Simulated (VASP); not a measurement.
Here is a VASP 6.6.1 calculation.

File INCAR:

```
SYSTEM = CuSi16
  PREC = Accurate
  ENCUT = 520
  EDIFF = 1E-6
  ISMEAR = 0
  SIGMA = 0.05
  LREAL = Auto
  LASPH = .True.
  NELM = 80
  ALGO = Normal
  ISIF = 2
  LWAVE = .False.
  LCHARG = .True.
  LELF = .True.
  LVHAR = .True.
  NBANDS = 52
  NELECT = 74.0
```

Contents of KPOINTS:

```
Automatic mesh
0
Gamma
  2 2 2
  0 0 0
```

Contents of POSCAR:

```
CuSi16
1.0
    0.0000000000      5.4300000000      5.4300000000
    5.4300000000      0.0000000000      5.4300000000
    5.4300000000      5.4300000000      0.0000000000
Si Cu
16 1
Direct
    0.0341193370     -0.0098801105     -0.0099882136
    0.1285700737      0.1294962247      0.1293656538
   -0.0045953959      0.0042563536      0.5038427256
    0.1348980663      0.1278118785      0.6133080110
   -0.0069323204      0.5026146409      0.0059842541
    0.1284495396      0.6165707182      0.1293832413
   -0.0039969613      0.5006529466      0.5037923573
    0.1096218232      0.6314185083      0.6318067219
    0.5020152855      0.0061543278      0.0050204420
    0.6615393186      0.1196387661      0.1007231123
    0.5087489871      0.0116156538      0.4731504604
    0.6231960405      0.1353210866      0.6168479742
    0.5020435543      0.4890472376      0.0063396869
    0.6201551565      0.6238269797      0.1345897790
    0.4808054328      0.5076127993      0.5095080110
    0.6238441989      0.6280707182      0.6177959484
    0.4613765193      0.8519951197      0.8372485267
```

Potentials or basis: VASP PAW LDA potentials, release 64 (Si, Cu).

Command:

```sh
$ cat potpaw_LDA.64/Si/POTCAR potpaw_LDA.64/Cu/POTCAR > POTCAR
$ mpirun -np 1 vasp_std > vasp.out
```

Task: Predict the largest force.

Result: 0.037 eV/Å.

Forces in eV/Å, atoms in the order of the input:
```
Si  -0.011  0.014 -0.001
Si   0.013 -0.014  0.011
Si  -0.015 -0.009 -0.004
Si   0.014 -0.017 -0.001
Si  -0.005 -0.007 -0.005
Si  -0.008 -0.005 -0.001
Si  -0.003 -0.011  0.002
Si   0.011 -0.006 -0.003
Si   0.005  0.022 -0.022
Si   0.013  0.013  0.016
Si  -0.016 -0.004 -0.018
Si   0.023 -0.003  0.029
Si   0.000  0.012 -0.017
Si   0.013  0.016  0.011
Si   0.001 -0.019 -0.013
Si  -0.017 -0.009  0.001
Cu  -0.017  0.027  0.014
```

Caveat: the k points lie up to 0.50 Å⁻¹ apart; the cell carries a net charge on a neutralising background, which shifts energy and pressure.
